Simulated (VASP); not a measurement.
BN, 12 atoms in the cell. It takes space group Cm (No. 8, monoclinic). The conventional cell has a = 4.425 Å, b = 2.555 Å, c = 12.695 Å, α = 90.00°, β = 93.33°, γ = 90.00°. B (site symmetry m) has 4 N at 1.57 to 1.75 Å within 2.1 Å. B (site symmetry m) has 4 N at 1.57 to 1.58 Å within 2.1 Å. B (site symmetry m) has 4 N at 1.57 to 1.58 Å within 2.1 Å. B (site symmetry m) has 4 N at 1.57 to 1.58 Å within 2.1 Å. B (site symmetry m) has 4 N at 1.57 to 1.58 Å within 2.1 Å. Within 2.1 Å of B (site symmetry m) lie 4 N at 1.57 to 1.58 Å. Within 2.1 Å of N (site symmetry m) lie 4 B at 1.57 to 1.75 Å. Within 2.1 Å of N (site symmetry m) lie 4 B at 1.57 to 1.58 Å. 

```yaml
Program: VASP 6.6.1
Task: single point
Functional: PBE
Potentials_or_basis: VASP PAW PBE potentials, release 64 (B, N)
Cutoff: 520 eV
k_mesh: 10 × 10 × 2
Occupations: gaussian, width 0.05 eV
Spin: no spin polarisation
Dipole_correction: no
Further_INCAR_settings: ALGO = Normal; EDIFF = 1e-06; NBANDS = 36
```

Potentials or basis: VASP PAW PBE potentials, release 64 (B, N).

Run with:

```bash
$ cat potpaw_PBE.64/B/POTCAR potpaw_PBE.64/N/POTCAR > POTCAR
$ mpirun -np 1 vasp_std > vasp.out
```

Hardware: 1 thread of Intel(R) Xeon(R) 6975P-C (Granite Rapids) (shared host).

**Question.** How long does it take, and how much memory?

**Answer.** Run time: 69 s on 1 thread of Intel(R) Xeon(R) 6975P-C (Granite Rapids), on a shared host, peak memory 0.25 GiB. Counts: scf iterations 14, k points 62.
